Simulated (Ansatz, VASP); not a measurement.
**One calculation of ZnO, two programs**

Contents of INCAR:

```
  PREC = Accurate
  ENCUT = 520
  EDIFF = 1E-6
  ISMEAR = 0
  SIGMA = 0.05
  LREAL = False
  LASPH = True
  NELM = 80
  ALGO = Normal
  ISIF = 2
  LWAVE = False
  LCHARG = False
  GGA = PE
  IVDW = 12
  NBANDS = 26
```

Contents of KPOINTS:

```
regular mesh
0
Gamma
  9 9 4
```

The input POSCAR:

```
ZnO
1.0
    3.3866061734      0.0000000000      0.0000000000
   -1.6933030867      2.9328869788      0.0000000000
    0.0000000000      0.0000000000      6.9165281095
Zn O
2 2
Direct
    0.0000000000      0.0000000000      0.7500000000
    0.0000000000      0.0000000000      0.2500000000
    0.3333333333      0.6666666667      0.2500000000
    0.6666666667      0.3333333333      0.7500000000
```

Input for Ansatz:

```yaml
crystal:
  lattice:
    - [3.3866061734, 0.0, 0.0]
    - [-1.6933030867, 2.9328869788, 0.0]
    - [0.0, 0.0, 6.9165281095]
  atoms:
    - { symbol: Zn, position: [0.0, 0.0, 0.75] }
    - { symbol: Zn, position: [0.0, 0.0, 0.25] }
    - { symbol: O, position: [0.3333333333, 0.6666666667, 0.25] }
    - { symbol: O, position: [0.6666666667, 0.3333333333, 0.75] }
basis:
  ecutwfc: 420
kpoints:
  mp_grid: { grid: [9, 9, 4] }
hamiltonian:
  xc: pbe
  dispersion: d3bj
scf:
  occupations: { method: gaussian, width: 0.05 }
output:
  forces: true
  stress: true
  eigenvalues: true
```

Change from the starting cell: strain +0.030 along x and y, -0.030 along z, atoms carried along.

Alike in both runs: task single point; functional PBE; dispersion D3(BJ); k mesh 9 × 9 × 4; occupations gaussian, width 0.05 eV; no spin polarisation.

|  | VASP | Ansatz |
| --- | --- | --- |
| version | VASP 6.6.1 | Ansatz 0.2.0 |
| potentials or method | VASP PAW PBE potentials, release 64 (Zn, O), cutoff 520 eV | scalar-relativistic, plane waves, PAW |
| valence electrons in the cell | 36 | 36 |

|  | VASP | Ansatz | Ansatz less VASP |
| --- | --- | --- | --- |
| gap on the k mesh at the Fermi level (eV) | 0.72 | 0.72 | +0.003 |
| least direct gap on the mesh (eV) | 0.72 | 0.72 | +0.003 |
| pressure (GPa) | -8.3 | -8.9 | -0.59 |
| traceless stress, the component that is largest in VASP (GPa) | 6.91 | 7.57 | +0.658 |
